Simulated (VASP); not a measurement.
PbS, 2 atoms in the cell. Symmetry: Fm-3m, No. 225, cubic system. Conventional cell: a = 5.915 Å, b = 5.915 Å, c = 5.915 Å, α = 90.00°, β = 90.00°, γ = 90.00°. Pb (site symmetry m-3m) has 6 S at 2.96 Å within 3.9 Å. Within 3.9 Å of S (site symmetry m-3m) lie 6 Pb at 2.96 Å. 

```yaml
Program: VASP 6.6.1
Task: single point
Functional: r2SCAN
Potentials_or_basis: VASP PAW PBE potentials, release 64 (Pb_d, S)
Cutoff: 520 eV
k_mesh: 8 × 8 × 8
Occupations: fermi-dirac, width 0.1 eV
Spin: no spin polarisation
Dipole_correction: no
Further_INCAR_settings: ALGO = Normal; EDIFF = 1e-06; NBANDS = 17
```

Potentials or basis: VASP PAW PBE potentials, release 64 (Pb_d, S).

The run is started by

```console
$ cat potpaw_PBE.64/Pb_d/POTCAR potpaw_PBE.64/S/POTCAR > POTCAR
$ cp INCAR.step1 INCAR
$ mpirun -np 1 vasp_std > vasp.out
$ cp INCAR.step2 INCAR
$ mpirun -np 1 vasp_std > vasp.out
```

Hardware: 1 thread of AMD EPYC 7R13 Processor (Zen 3), with other jobs on the host.

Q: How long does it take, and how much memory?

A: Wall time 2.4 min on 1 thread of AMD EPYC 7R13 Processor (Zen 3) (shared host), peak memory 0.16 GiB. Counts: k points 29.
